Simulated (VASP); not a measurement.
# ZnSe (Stilleite) (F-43m) in VASP: notebook

ZnSe (Stilleite) is run at these levels: LDA; tasks: single point.

Everything below comes from runs of VASP 6.6.1. Logs are shortened: lines on timing, memory, paths and dates and some standing lists are left out, and cuts for length are marked.

## Step 1: The cell of the first run

It takes space group F-43m (No. 216, cubic). The conventional cell has a = 5.742 Å, b = 5.742 Å, c = 5.742 Å, α = 90.00°, β = 90.00°, γ = 90.00°. Zn (site symmetry -43m) has 4 Se at 2.49 Å within 3.3 Å. Se (site symmetry -43m) has 4 Zn at 2.49 Å within 3.3 Å.

## Step 2: Single point, LDA

Contents of INCAR:

```
SYSTEM = ZnSe
ALGO     = Normal         ! electronic algorithm
EDIFF    = 1E-6           ! SCF threshold, eV
ENCUT    = 520            ! plane-wave cutoff, eV
GGA      = CA             ! functional
ISIF     = 2              ! what is computed and relaxed
ISMEAR   = 0              ! smearing method
LASPH    = .TRUE.         ! aspherical terms in the spheres
LCHARG   = .FALSE.        ! write CHGCAR
LREAL    = .FALSE.        ! projectors in reciprocal space
LWAVE    = .FALSE.        ! write WAVECAR
NBANDS   = 16             ! bands
NELM     = 100            ! most SCF steps
PREC     = Accurate       ! precision mode
SIGMA    = 0.01           ! smearing width, eV
```

Contents of KPOINTS:

```
k-points
0
G
  5 5 5
  0 0 0
```

Contents of POSCAR:

```
ZnSe
1.0
    0.0000000000      2.8710911185      2.8710911185
    2.8710911185      0.0000000000      2.8710911185
    2.8710911185      2.8710911185      0.0000000000
Zn Se
1 1
Direct
    0.0000000000      0.0000000000      0.0000000000
    0.2500000000      0.2500000000      0.2500000000
```

Potentials or basis: VASP PAW LDA potentials, release 64 (Zn, Se).

Command:

```console
cat potpaw_LDA.64/Zn/POTCAR potpaw_LDA.64/Se/POTCAR > POTCAR
mpirun -np 1 vasp_std > vasp.out
```

OUTCAR:

```text
SYSTEM = ZnSe
   EDIFF = 1E-6
   ENCUT = 520
   GGA = CA
   ISIF = 2
   ISMEAR = 0
   LASPH = .TRUE.
   LREAL = .FALSE.
   NELM = 100
   PREC = Accurate

 ion  position               nearest neighbor table
   1  0.000  0.000  0.000-   2 2.49   2 2.49   2 2.49   2 2.49
   2  0.250  0.250  0.250-   1 2.49   1 2.49   1 2.49   1 2.49

  LATTYP: Found a face centered cubic cell.
 ALAT       =     5.7421822370

  Lattice vectors:

 A1 = (   0.0000000000,   2.8710911185,   2.8710911185)
 A2 = (   2.8710911185,   0.0000000000,   2.8710911185)
 A3 = (   2.8710911185,   2.8710911185,   0.0000000000)

Analysis of symmetry for initial positions (statically):
=====================================================================
 Subroutine PRICEL returns:
 Original cell was already a primitive cell.

 Routine SETGRP: Setting up the symmetry group for a
 face centered cubic supercell.

 Subroutine GETGRP returns: Found 24 space group operations
 (whereof 24 operations were pure point group operations)
 out of a pool of 48 trial point group operations.

The static configuration has the point symmetry T_d .

Analysis of symmetry for dynamics (positions and initial velocities):
=====================================================================
 Subroutine PRICEL returns:
 Original cell was already a primitive cell.

 Routine SETGRP: Setting up the symmetry group for a
 face centered cubic supercell.

 Subroutine GETGRP returns: Found 24 space group operations
 (whereof 24 operations were pure point group operations)
 out of a pool of 48 trial point group operations.

The dynamic configuration has the point symmetry T_d .

 Subroutine INISYM returns: Found 24 space group operations
 (whereof 24 operations are pure point group operations),
 and found     1 'primitive' translations

----------------------------------------------------------------------------------------

                                     Primitive cell

  volume of cell :      47.3338

  direct lattice vectors                    reciprocal lattice vectors
     0.000000000  2.871091118  2.871091118    -0.174149819  0.174149819  0.174149819
     2.871091118  0.000000000  2.871091118     0.174149819 -0.174149819  0.174149819
     2.871091118  2.871091118  0.000000000     0.174149819  0.174149819 -0.174149819

  length of vectors
     4.060335999  4.060335999  4.060335999     0.301636335  0.301636335  0.301636335

[... 64 lines left out ...]
   NELM   =    100;   NELMIN=  2; NELMDL= -5     # of ELM steps
   EDIFF  = 0.1E-05   stopping-criterion for ELM
   LREAL  =      F    real-space projection
   EDIFFG = 0.1E-04   stopping-criterion for IOM
   NSW    =      0    number of steps for IOM
   IBRION =     -1    ionic relax: 0-MD 1-quasi-New 2-CG
   NFREE  =      0    steps in history (QN), initial steepest desc. (CG)
   ISIF   =      2    stress and relaxation
   ISYM   =      2    0-nonsym 1-usesym 2-fastsym
   POTIM  = 0.5000    time-step for ionic-motion
   TEBEG  =    0.0;   TEEND  =   0.0 temperature during run
   PSTRESS=    0.0 pullay stress
   NELECT =      18.0000    total number of electrons
   NUPDOWN=      -1.0000    fix difference up-down
   EMIN   =  10.00;   EMAX   =-10.00  energy-range for DOS
   EFERMI =   0.00;   METHOD = LEGACY
   ISMEAR =     0;   SIGMA  =   0.01  broadening in eV -4-tet -1-fermi 0-gaus
   EFERMI_NEDOS =   21; number of points for ismear=-14 and -15
   IALGO  =     38    algorithm
   IMIX   =      4    mixing-type and parameters
     AMIX     =   0.40;   BMIX     =  1.00
     AMIX_MAG =   1.60;   BMIX_MAG =  1.00
  volume/ion in A,a.u.               =      23.67       159.71
  Fermi-wavevector in a.u.,A,eV,Ry     =   1.186066  2.241339 19.140016  1.406751
  Thomas-Fermi vector in A             =   2.322246
   LORBIT       =      0    0 simple, 1 ext, 2 COOP (PROOUT), +10 PAW based schemes
   GGA     = CA    functional components
   LHFCALC =     F    Hartree Fock is set to
   AEXX    =    0.0000 exact exchange contribution
   IVDW    =     0    specifies the selected vdW correction
   LEPSILON=     F    determine dielectric tensor
   LRPA    =     F    only Hartree local field effects (RPA)
 non-spin polarized calculation
 Gauss-broadening in eV      SIGMA  =   0.01
  energy-cutoff  :      520.00
  volume of cell :       47.33
 maximum number of plane-waves:      1296
 NGX is ok and might be reduce to    30
   NGX = 15   NGY = 15   NGZ = 15

 number of electron      18.0000013 magnetization

 Free energy of the ion-electron system (eV)
  ---------------------------------------------------
  ext. energy  EPLUGINS =         0.00000000
  ---------------------------------------------------
  free energy    TOTEN  =        -7.28358766 eV

  energy without entropy =       -7.28358766  energy(sigma->0) =       -7.28358766

 E-fermi :   1.2305     XC(G=0):  -9.5234

 val. band max:        1.1831813780   @ k =   0.0000   0.0000   0.0000
 cond. band min:       2.0885842284   @ k =   0.0000   0.0000   0.0000
 fundamental gap:      0.9054028504
 Fermi energy:         1.2305124438

 k-point     1 :       0.0000    0.0000    0.0000
  band No.  band energies     occupation
      1     -11.8628      2.00000
      2      -5.3708      2.00000
      3      -5.3708      2.00000
      4      -5.3708      2.00000
      5      -5.0464      2.00000
      6      -5.0464      2.00000
[... 167 lines left out ...]
      3      -5.2185      2.00000
      4      -5.1053      2.00000
      5      -5.0381      2.00000
      6      -4.8590      2.00000
[... 8 lines left out ...]
     15      13.4727      0.00000
     16      15.8487      0.00000

------------------------ aborting loop because EDIFF is reached ----------------------------------------

  FORCE on cell =-STRESS in cart. coord.  units (eV):
  Direction    XX          YY          ZZ          XY          YZ          ZX
  --------------------------------------------------------------------------------------
  -------------------------------------------------------------------------------------
  Total       -1.4940106     -1.4940106     -1.4940106      0.0000000      0.0000000      0.0000000
  in kB      -50.5700459    -50.5700459    -50.5700459      0.0000000      0.0000000      0.0000000
  external PRESSURE =     -50.5700459 kB  Pullay stress =       0.0000000 kB

 VOLUME and BASIS-vectors are now :
 -----------------------------------------------------------------------------
  energy-cutoff  :      520.00
  volume of cell :       47.33
      direct lattice vectors                 reciprocal lattice vectors
     0.000000000  2.871091118  2.871091118    -0.174149819  0.174149819  0.174149819
     2.871091118  0.000000000  2.871091118     0.174149819 -0.174149819  0.174149819
     2.871091118  2.871091118  0.000000000     0.174149819  0.174149819 -0.174149819

 POSITION                                       TOTAL-FORCE (eV/Angst)
 -----------------------------------------------------------------------------------
      0.00000      0.00000      0.00000         0.000000      0.000000      0.000000
      1.43555      1.43555      1.43555        -0.000000     -0.000000     -0.000000
 -----------------------------------------------------------------------------------
    total drift:                               -0.000001     -0.000001     -0.000001

  FREE ENERGIE OF THE ION-ELECTRON SYSTEM (eV)
  ---------------------------------------------------
  free  energy   TOTEN  =        -7.2835876630 eV

  energy  without entropy=       -7.2835876630  energy(sigma->0) =       -7.28358766
```

It took 4.2 s on 1 thread of Intel Xeon 6975P-C (Granite Rapids), shared host; peak memory 0.14 GiB.

What came out:

```
Free energy            : -7.2836 eV
Pressure               : -5.1 GPa
Band gap on the k mesh : 0.91 eV, direct
```

Levels at points of the mesh, in eV from the valence-band top:
```
           k point  band 5  band 6  band 7  band 8  band 9  band 10  band 11  band 12  band 13  band 14
(0.00, 0.00, 0.00)   -6.23   -6.23    0.00    0.00    0.00     0.91     5.70     5.70     5.70     9.48
```

## Step 3: Single point, LDA

This run uses another cell than the first one, of 24.12 Å³/atom, 1.019 times its volume.

Contents of INCAR:

```
SYSTEM = ZnSe
PREC = Accurate ; ENCUT = 520
EDIFF = 1E-7 ; ISMEAR = 0
SIGMA = 0.01 ; LREAL = .False.
LASPH = .True. ; NELM = 60
ALGO = Normal ; ISIF = 2
LWAVE = .False. ; LCHARG = .False.
GGA = CA ; NBANDS = 16
```

Contents of KPOINTS:

```
Automatic mesh
0
Gamma
  5 5 5
  0 0 0
```

Contents of POSCAR:

```
ZnSe
1.0
    0.0000000000      2.8893788162      2.8893788162
    2.8893788162      0.0000000000      2.8893788162
    2.8893788162      2.8893788162      0.0000000000
Zn Se
1 1
Direct
    0.0000000000      0.0000000000      0.0000000000
    0.2500000000      0.2500000000      0.2500000000
```

Potentials or basis: VASP PAW LDA potentials, release 64 (Zn, Se).

Command:

```console
cat potpaw_LDA.64/Zn/POTCAR potpaw_LDA.64/Se/POTCAR > POTCAR
mpirun -np 1 vasp_std > vasp.out
```

Run time: 4.7 s. Hardware: 1 thread of Intel Xeon 6975P-C (Granite Rapids), shared host; peak memory 0.14 GiB.

Results (log left out):

| Item | Value |
| --- | --- |
| Free energy | -7.2524 eV |
| Pressure | -5.9 GPa |
| Band gap on the k mesh | 0.83 eV, direct |

Levels at points of the mesh, in eV from the valence-band top:
```
           k point  band 5  band 6  band 7  band 8  band 9  band 10  band 11  band 12  band 13  band 14
(0.00, 0.00, 0.00)   -6.19   -6.19    0.00    0.00    0.00     0.83     5.70     5.70     5.70     9.40
```

LDA gaps usually lie below the measured ones, often by a third to a half.
